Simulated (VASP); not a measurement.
Input of a VASP 6.6.1 run:

INCAR

```
SYSTEM = Ta8C9
ALGO     = Normal         ! electronic algorithm
EDIFF    = 1E-6           ! SCF threshold, eV
ENCUT    = 520            ! plane-wave cutoff, eV
ISIF     = 2              ! what is computed and relaxed
ISMEAR   = -1             ! smearing method
LASPH    = .True.         ! aspherical terms in the spheres
LCHARG   = .True.         ! write CHGCAR
LELF     = .True.         ! ELF
LREAL    = Auto         
LVHAR    = .True.       
LWAVE    = .False.        ! write WAVECAR
NBANDS   = 76             ! bands
NELM     = 60             ! most SCF steps
PREC     = Accurate       ! precision mode
SIGMA    = 0.15           ! smearing width, eV
```

File KPOINTS:

```
k-points
0
Gamma
  2 2 2
  0 0 0
```

The input POSCAR:

```
Ta8C9
1.0
    0.0000000000      4.4900000000      4.4900000000
    4.4900000000      0.0000000000      4.4900000000
    4.4900000000      4.4900000000      0.0000000000
Ta C
8 9
Direct
   -0.1230066815      0.0683518931      0.0252783964
   -0.0720489978      0.0693095768      0.5195322940
   -0.0361469933      0.5286636971      0.0363697105
   -0.0867260579      0.6131848552      0.4832962138
    0.4908463252      0.0217149220      0.0016035635
    0.4031848552      0.1095768374      0.4865033408
    0.4422383073      0.5728396437     -0.0022605791
    0.4596325167      0.5169153675      0.5360244989
    0.1947438753      0.3230289532      0.2641425390
    0.1809242762      0.3012360802      0.7838864143
    0.1814810690      0.8468040089      0.2403229399
    0.1900111359      0.7988752784      0.7565812918
    0.6716592428      0.3308574610      0.2294543430
    0.6731514477      0.3348663697      0.7695657016
    0.6709688196      0.7965367483      0.2671603563
    0.7321492205      0.7933296214      0.7749109131
    0.0943318486      0.1245768374      0.1151336303
```

Potentials or basis: VASP PAW LDA potentials, release 64 (Ta_pv, C).

Run with:

```bash
$ cat potpaw_LDA.64/Ta_pv/POTCAR potpaw_LDA.64/C/POTCAR > POTCAR
$ mpirun -np 1 vasp_std > vasp.out
```

Question: What does it give for the largest force?

Answer: 3.351 eV/Å.

Question: Estimate the band gap on the k mesh.

Answer: Zero (bands 62 and 63 overlap by 0.98 eV).

Question: Predict the pressure.

Answer: 9.3 GPa.

Stress tensor (GPa, compression positive):
```
 2.82  2.44  0.89
 2.44 21.42 11.05
 0.89 11.05  3.55
```

Caveat: the k points lie up to 0.61 Å⁻¹ apart, too coarse for converged energies and pressures of a metal; the atoms stand as in a frame of molecular dynamics; spin-orbit coupling is left out, which moves the levels of the heavy elements.
